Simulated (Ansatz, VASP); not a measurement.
MgCuGe in VASP and in Ansatz

```
Mg Cu Ge
1.0
     4.00530    0.00000    0.00000
     0.00000    4.00530    0.00000
     0.00000    0.00000    6.39475
Mg Cu Ge
2 2 2
Direct
  0.00000 0.00000 0.00000
  0.50000 0.50000 0.00000
  0.00000 0.50000 0.29804
  0.50000 0.00000 0.70196
  0.00000 0.50000 0.67798
  0.50000 0.00000 0.32202
```

Alike in both runs: task single point; functional PBEsol; k mesh 6 × 6 × 4; occupations fermi-dirac, width 0.15 eV; no spin polarisation.

|  | VASP | Ansatz |
| --- | --- | --- |
| version | VASP 6.6.1 | Ansatz 0.2.0 |
| potentials or method | VASP PAW PBE potentials, release 64 (Mg, Cu, Ge_d) | plane waves, PAW |
| plane-wave cutoff (eV) | 520 | 420 |
| valence electrons in the cell | 54 | 86 |

Ansatz gave:

| Item | Value |
| --- | --- |
| pressure (GPa) | -2.6 |
| traceless stress, the component that is largest in VASP (GPa) | -0.65 |
| rms of the force components (eV/Å) | 0.089 |

Problem. Estimate VASP's values.

Solution. Pressure (GPa): -2.5; traceless stress, the component that is largest in VASP (GPa): -0.65; rms of the force components (eV/Å): 0.079.

VASP's potentials were made for PBE, not for PBEsol. Atom by atom the forces differ by 0.010 eV/Å (rms over components). VASP's potentials hold 54 valence electrons a cell and Ansatz's 86, so a difference there can come from the potentials and not from the codes.
